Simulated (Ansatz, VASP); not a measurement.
One calculation of Au, two programs

The input POSCAR:

```
Au
1.0
    0.0000000000      2.0455000000      1.9841350000
    2.0455000000      0.0000000000      1.9841350000
    2.0455000000      2.0455000000      0.0000000000
Au
1
Direct
    0.0000000000      0.0000000000      0.0000000000
```

INCAR.step1

```
SYSTEM = Au
  PREC = Accurate
  ENCUT = 520
  ISMEAR = 1
  SIGMA = 0.4
  LREAL = .FALSE.
  LASPH = .TRUE.
  NELM = 60
  NBANDS = 12
  GGA = PE
  ALGO = Normal
  EDIFF = 1E-4
  LWAVE = .TRUE.
  LCHARG = .FALSE.
```

The input INCAR.step2:

```
SYSTEM = Au
  PREC = Accurate
  ENCUT = 520
  EDIFF = 1E-6
  ISMEAR = 1
  SIGMA = 0.4
  LREAL = .FALSE.
  LASPH = .TRUE.
  NELM = 60
  ALGO = Normal
  ISIF = 2
  LWAVE = .FALSE.
  LCHARG = .FALSE.
  METAGGA = R2SCAN
  LMIXTAU = .TRUE.
  NBANDS = 12
  ISTART = 1
```

File KPOINTS:

```
regular mesh
0
G
  20 20 20
  0 0 0
```

Input for Ansatz:

```yaml
crystal:
  lattice:
    - [0.0, 2.0455, 1.984135]
    - [2.0455, 0.0, 1.984135]
    - [2.0455, 2.0455, 0.0]
  atoms:
    - { symbol: Au, position: [0.0, 0.0, 0.0] }
basis:
  ecutwfc: 500
kpoints:
  mp_grid: { grid: [20, 20, 20] }
hamiltonian:
  xc: r2scan
scf:
  occupations: { method: cold, width: 0.4 }
output:
  forces: true
  stress: true
  eigenvalues: true
```

Change from the starting cell: strain +0.000 along x and y, -0.030 along z, atoms carried along.

Alike in both runs: task single point; functional r2SCAN; k mesh 20 × 20 × 20; no spin polarisation.

```csv
,VASP,Ansatz
version,VASP 6.6.1,Ansatz 0.2.0
potentials or method,"VASP PAW PBE potentials, release 64 (Au), cutoff 520 eV","scalar-relativistic, plane waves, PAW"
occupations,"methfessel-paxton of order 1, width 0.4 eV","cold, width 0.4 eV"
valence electrons in the cell,11,19
```

|  | VASP | Ansatz | Ansatz less VASP |
| --- | --- | --- | --- |
| gap on the k mesh at the Fermi level (eV) | none | none | - |
| pressure (GPa) | 10.4 | 9.9 | -0.45 |
| traceless stress, the component that is largest in VASP (GPa) | 0.65 | 0.46 | -0.192 |

VASP's potentials were made for PBE, not for r2SCAN. A gap of «none» marks a metal or a gap that the smearing closes. VASP's potentials hold 11 valence electrons a cell and Ansatz's 19, so a difference there can come from the potentials and not from the codes.

Spin-orbit coupling is off throughout.
